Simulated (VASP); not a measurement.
Crystal: As.

```
As
1.0
     1.41430   -2.67859    0.00000
     1.41430    2.67859    0.00000
     0.00000    0.00000    2.68869
As
1
Direct
  0.50000 0.50000 0.00000
```

- Program: VASP 6.6.1
- Task: relaxation of cell and atoms
- Functional: PBE
- Potentials or basis: VASP PAW PBE potentials, release 64 (As)
- Cutoff: 600 eV
- k mesh: 22 × 22 × 20
- Occupations: gaussian, width 0.1 eV
- Spin: no spin polarisation

At the start: pressure -0.6 GPa; volume 20.37 Å³/atom.

Question: How do energy, volume and symmetry change on relaxing?

Answer: Over 11 steps the energy falls by 19.0 meV/atom and the volume is 20.11 Å³/atom (-1.3 %); space group P6/mmm (No. 191, to 0.05 Å).

The path:
| step | energy change (eV) | largest force (eV/Å) | pressure (GPa) | volume (Å³) |
| --- | --- | --- | --- | --- |
| 1 | 0.0000 | 0.0000 | -0.58 | 20.37 |
| 2 | -0.0128 | 0.0000 | 0.11 | 20.14 |
| 3 | -0.0128 | 0.0000 | 0.07 | 20.15 |
| 4 | -0.0159 | 0.0000 | -0.01 | 20.14 |
| 5 | -0.0168 | 0.0000 | -0.02 | 20.12 |
| 6 | -0.0169 | 0.0000 | 0.14 | 20.08 |
| 7 | -0.0187 | 0.0000 | -0.03 | 20.11 |
| 8 | -0.0187 | 0.0000 | -0.02 | 20.11 |
| 9 | -0.0188 | 0.0000 | 0.02 | 20.10 |
| 10 | -0.0189 | 0.0000 | 0.08 | 20.09 |
| 11 | -0.0190 | 0.0000 | -0.01 | 20.11 |

Final structure:
```yaml
crystal:
  lattice:
    - [1.45312, -2.51695, 0.00000]
    - [1.45312, 2.51695, 0.00000]
    - [0.00000, 0.00000, 2.74913]
  atoms:
    - { symbol: As, position: [0.50000, 0.50000, 0.00000] }
```
